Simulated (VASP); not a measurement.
Here is a VASP 6.6.1 calculation.

File INCAR:

```
PREC     = Accurate       # precision mode
ENCUT    = 910            # plane-wave cutoff, eV
EDIFF    = 1E-6           # SCF threshold, eV
ISMEAR   = 0              # smearing method
SIGMA    = 0.05           # smearing width, eV
LREAL    = False          # projectors in reciprocal space
LASPH    = True           # aspherical terms in the spheres
NELM     = 120            # most SCF steps
ALGO     = Normal         # electronic algorithm
ISIF     = 2              # what is computed and relaxed
LWAVE    = False          # write WAVECAR
LCHARG   = False          # write CHGCAR
NBANDS   = 26             # bands
GGA_COMPAT= False
```

File KPOINTS:

```
Automatic mesh
0
Gamma
  6 6 6
```

POSCAR

```
C
1.0
   -2.4103983044      2.4103983044      2.4103983044
    2.4103983044     -2.4103983044      2.4103983044
    2.4103983044      2.4103983044     -2.4103983044
C
8
Direct
    0.3254710843      0.0000000000      0.0000000000
    0.6745289157      0.6745289157      0.6745289157
    0.0000000000      0.3254710843      0.0000000000
    0.0000000000      0.0000000000      0.3254710843
    0.0000000000      0.6745289157      0.0000000000
    0.3254710843      0.3254710843      0.3254710843
    0.6745289157      0.0000000000      0.0000000000
    0.0000000000      0.0000000000      0.6745289157
```

Potentials or basis: VASP PAW LDA potentials, release 64 (C_h).

Launch:

```bash
$ cat potpaw_LDA.64/C_h/POTCAR > POTCAR
$ mpirun -np 1 vasp_std > vasp.out
```

Task: Estimate the pressure.

Result: 0.5 GPa.

Task: Predict the largest force.

Result: 0.037 eV/Å.

Forces in eV/Å, atoms in the order of the input:
```
C   -0.021  0.021  0.021
C   -0.021 -0.021 -0.021
C    0.021 -0.021  0.021
C    0.021  0.021 -0.021
C   -0.021  0.021 -0.021
C    0.021  0.021  0.021
C    0.021 -0.021 -0.021
C   -0.021 -0.021  0.021
```

Caveat: the cutoff is under 1.25 times the usual one of these potentials, so pressure, stress and relaxed cells hold a basis-set (Pulay) error.
